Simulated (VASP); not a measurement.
Wanted: the native input for a VASP 6.6.1 run.

```yaml
Task: single point
Functional: LDA
Potentials_or_basis: VASP PAW LDA potentials, release 64 (Ca_sv, La)
Cutoff: 520 eV
k_mesh: 7 × 7 × 4
Occupations: fermi-dirac, width 0.05 eV
Spin: no spin polarisation
Dipole_correction: no
Further_INCAR_settings: ALGO = Normal; EDIFF = 1e-07; NBANDS = 18
```

The structure of CaLa lies in POSCAR:

```
CaLa
1.0
    3.8267030682      0.0000000000      0.0000000000
   -1.9133515341      3.3139430940      0.0000000000
    0.0000000000      0.0000000000      6.3829042441
Ca La
1 1
Direct
    0.0000000000      0.0000000000      0.5000000000
    0.6666666667      0.3333333333      0.0000000000
```

One way to write it, as run:

INCAR

```
ALGO = Normal
EDIFF = 1E-7
ENCUT = 520
ISIF = 2
ISMEAR = -1
LASPH = T
LCHARG = F
LREAL = F
LWAVE = F
NBANDS = 18
NELM = 60
PREC = Accurate
SIGMA = 0.05
```

KPOINTS

```
k-points
0
Gamma
  7 7 4
```

Potentials or basis: VASP PAW LDA potentials, release 64 (Ca_sv, La).

Run with:

```sh
$ cat potpaw_LDA.64/Ca_sv/POTCAR potpaw_LDA.64/La/POTCAR > POTCAR
$ mpirun -np 1 vasp_std > vasp.out
```

It gave:

```
Pressure : -3.2 GPa
```

Run time: 30 s on 1 thread of Intel(R) Xeon(R) Platinum 8559C (Emerald Rapids), with other jobs on the host, peak memory 0.22 GiB.
